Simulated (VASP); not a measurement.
**CuB2: single point with PBE**

The system is CuB2.

```
Cu B
1.0
     2.38636    0.00000    0.00000
     0.00000    2.38636    0.00000
     0.00000    0.00000    4.55611
Cu B
1 2
Direct
  0.00000 0.00000 0.00000
  0.50000 0.50000 0.31785
  0.50000 0.50000 0.68215
```

The cell was generated, and may not be a known phase.

```yaml
Program: VASP 6.6.1
Task: single point
Functional: PBE
Potentials_or_basis: VASP PAW PBE potentials, release 64 (Cu_sv_GW, B)
Cutoff: 820 eV
k_mesh: 8 × 8 × 4
Occupations: gaussian, width 0.1 eV
Spin: no spin polarisation
Dipole_correction: no
Further_INCAR_settings: ALGO = Normal; EDIFF = 1e-06; NBANDS = 20
```

- Pressure: -1.0 GPa
- Largest force: 0.011 eV/Å
- Band gap on the k mesh: zero (an odd number of electrons rules out a gap without spin polarisation)

Forces on the atoms (eV/Å):
```
Cu   0.000  0.000  0.000
B    0.000  0.000  0.011
B    0.000  0.000 -0.011
```

Stress tensor (GPa, compression positive):
```
-0.90  0.00  0.00
 0.00 -0.90  0.00
 0.00  0.00 -1.19
```

Levels at points of the mesh, in eV from the Fermi level:
```tsv
k point	band 8	band 9	band 10	band 11	band 12	band 13	band 14	band 15	band 16	band 17
(0.00, 0.00, 0.00)	-5.88	-4.04	-4.03	-4.03	-3.42	5.03	5.03	9.56	9.56	10.74
(0.50, 0.00, 0.00)	-5.31	-4.34	-4.18	-3.78	-2.53	-2.40	1.00	4.71	7.43	10.52
(0.50, 0.50, 0.00)	-4.08	-3.75	-3.75	-2.98	-2.77	2.02	2.81	3.22	3.22	5.14
(0.00, 0.00, 0.50)	-5.39	-4.06	-4.06	-3.42	-2.72	5.34	6.02	6.02	7.83	7.83
(0.50, 0.00, 0.50)	-6.12	-4.86	-4.84	-4.33	-3.78	-1.53	2.86	7.31	8.41	10.45
(0.50, 0.50, 0.50)	-3.98	-3.22	-2.77	-1.35	-1.35	-0.69	-0.69	2.32	3.00	5.27
```

Run time: 30 s on 1 thread of AMD EPYC 9R45 (Zen 5), with other jobs on the host, peak memory 0.18 GiB.
